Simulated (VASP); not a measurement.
Crystal: AsHF.

```
H As F
1.0
     4.58203    0.00000    0.00000
     0.00000    4.58203    0.00000
     0.00000    0.00000    2.09273
H As F
1 1 1
Direct
  0.00000 0.00000 0.00000
  0.50000 0.50000 0.50000
  0.00000 0.00000 0.50000
```

The cell was generated, and may not be a known phase.

| Item | Value |
| --- | --- |
| Program | VASP 6.6.1 |
| Task | relaxation of cell and atoms |
| Functional | PBE |
| Potentials or basis | VASP PAW PBE potentials, release 64 (H, As_d, F) |
| Cutoff | 700 eV |
| k mesh | 4 × 4 × 8 |
| Occupations | gaussian, width 0.1 eV |
| Spin | no spin polarisation |

At the start: pressure 23.1 GPa; volume 14.65 Å³/atom.

Problem. How do energy, volume and symmetry change on relaxing?

Solution. Over 11 steps the energy falls by 338.8 meV/atom and the volume is 21.86 Å³/atom (+49.3 %); space group P4/mmm (No. 123, to 0.1 Å) before and after.

Step by step:
```csv
step,energy change (eV),largest force (eV/Å),pressure (GPa),volume (Å³)
1,0.0000,0.0000,23.07,43.94
2,0.0320,0.0000,-10.29,57.80
3,-0.9094,0.0000,-0.03,50.12
4,-0.9179,0.0000,1.33,49.60
5,-0.9182,0.0000,1.67,49.47
6,-0.9363,0.0000,1.43,50.62
7,-0.9753,0.0000,0.98,54.16
8,-1.0100,0.0000,0.67,61.56
9,-1.0148,0.0000,0.62,64.95
10,-0.9730,0.0000,-2.65,68.82
11,-1.0165,0.0000,0.03,65.58
```

Final structure:
```
CELL_PARAMETERS angstrom
5.31717 0.00000 0.00000
0.00000 5.31717 0.00000
0.00000 0.00000 2.31959
ATOMIC_POSITIONS crystal
H 0.00000 0.00000 0.00000
As 0.50000 0.50000 0.50000
F 0.00000 0.00000 0.50000
```

Caveat: the k points lie up to 0.34 Å⁻¹ apart in the final cell, too coarse for converged energies and pressures of a metal; the volume moved by over 15 % at a fixed basis, so the end points are rough; an odd number of electrons without spin polarisation forces a metal; a magnetic or distorted state may lie lower.
